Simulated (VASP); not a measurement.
A run of VASP 6.6.1 is set up as follows.

Contents of INCAR:

```
SYSTEM = La
PREC = Accurate ; ENCUT = 520
EDIFF = 1E-6 ; ISMEAR = 0
SIGMA = 0.6 ; LREAL = .FALSE.
LASPH = .TRUE. ; NELM = 80
ALGO = Normal ; ISIF = 2
LWAVE = .FALSE. ; LCHARG = .FALSE.
NBANDS = 30
```

File KPOINTS:

```
regular mesh
0
G
  10 10 3
  0 0 0
```

POSCAR

```
La
1.0
    3.5996230182      0.0000000000      0.0000000000
   -1.7998115091      3.1173649778      0.0000000000
    0.0000000000      0.0000000000     11.5524372057
La
4
Direct
    0.0000000000      1.0000000000      0.0000000000
    1.0000000000      1.0000000000      0.5000000000
    0.3333333333      0.6666666667      0.7500000000
    0.6666666667      0.3333333333      0.2500000000
```

Potentials or basis: VASP PAW LDA potentials, release 64 (La).

The run is started by

```sh
$ cat potpaw_LDA.64/La/POTCAR > POTCAR
$ mpirun -np 1 vasp_std > vasp.out
```

(1) Predict the band gap on the k mesh.

(2) Estimate the pressure.

Answers

(1) zero (bands 22 and 23 overlap by 1.14 eV).

(2) 0.3 GPa.

Caveat: so wide a smearing shifts energies and pressures; spin-orbit coupling is left out, which moves the levels of the heavy elements.
